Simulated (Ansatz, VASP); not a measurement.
**Two plane-wave programs on BaTiO3**

```xyz
5
Lattice="3.8743 0.0000 0.0000 0.0000 3.8743 0.0000 0.0000 0.0000 4.0888" Properties=species:S:1:pos:R:3 pbc="T T T"
Ba    0.0000    0.0000    0.0000
Ti    1.9371    1.9371    2.0444
O     1.9371    1.9371    0.0000
O     1.9371    0.0000    2.0444
O     0.0000    1.9371    2.0444
```

Change from the starting cell: epitaxial_xy strain -3.0%.

Alike in both runs: task single point; functional HSE06; k mesh 4 × 4 × 4; no spin polarisation.

|  | VASP | Ansatz |
| --- | --- | --- |
| version | VASP 6.6.1 | Ansatz 0.2.0 |
| potentials or method | VASP PAW PBE potentials, release 64 (Ba_sv, Ti_sv, O) | plane waves, PAW |
| plane-wave cutoff (eV) | 520 | 420 |
| occupations | gaussian, width 0.01 eV | fixed |
| valence electrons in the cell | 40 | 40 |

|  | VASP | Ansatz | Ansatz less VASP |
| --- | --- | --- | --- |
| gap on the k mesh at the Fermi level (eV) | 3.14 | 3.20 | +0.065 |
| pressure (GPa) | 7.6 | 5.7 | -1.94 |
| traceless stress, the component that is largest in VASP (GPa) | -8.03 | -7.76 | +0.270 |

Ansatz's warnings: stress exchange threshold loose, stress scf threshold loose.

Spin-orbit coupling is off throughout.
